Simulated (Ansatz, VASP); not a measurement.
**One calculation of W, two programs**

```
W
1.0
    -1.61026    1.61026    1.61026
     1.61026   -1.61026    1.61026
     1.61026    1.61026   -1.61026
W
1
Direct
  0.00000 0.00000 0.00000
```

Alike in both runs: task relaxation of cell and atoms; functional RPBE; k mesh 14 × 14 × 14; occupations tetrahedron; no spin polarisation.

|  | VASP | Ansatz |
| --- | --- | --- |
| version | VASP 6.6.1 | Ansatz 0.2.0 |
| potentials or method | VASP PAW PBE potentials, release 64 (W_sv) | PAW with Ansatz's default frozen-core files, scalar-relativistic |
| plane-wave cutoff (eV) | 600 | 420 |
| valence electrons in the cell | 14 | 14 |

Ansatz gave:

| Item | Value |
| --- | --- |
| gap on the k mesh at the Fermi level, each at its own relaxed structure (eV) | none |
| relaxed volume (Å³/atom) | 16.35 |
| relaxed cell length with the largest relative difference (Å) | 2.770 |

What did VASP give for the same quantities?

gap on the k mesh at the Fermi level, each at its own relaxed structure (eV): none; relaxed volume (Å³/atom): 16.39; relaxed cell length with the largest relative difference (Å): 2.771.

VASP's potentials were made for PBE, not for RPBE. A gap of «none» marks a metal or a gap that the smearing closes. Ansatz's warnings: band table not solved further, forces under tetrahedra, tetrahedron derivatives may miss energy slope.

Spin-orbit coupling is off throughout.
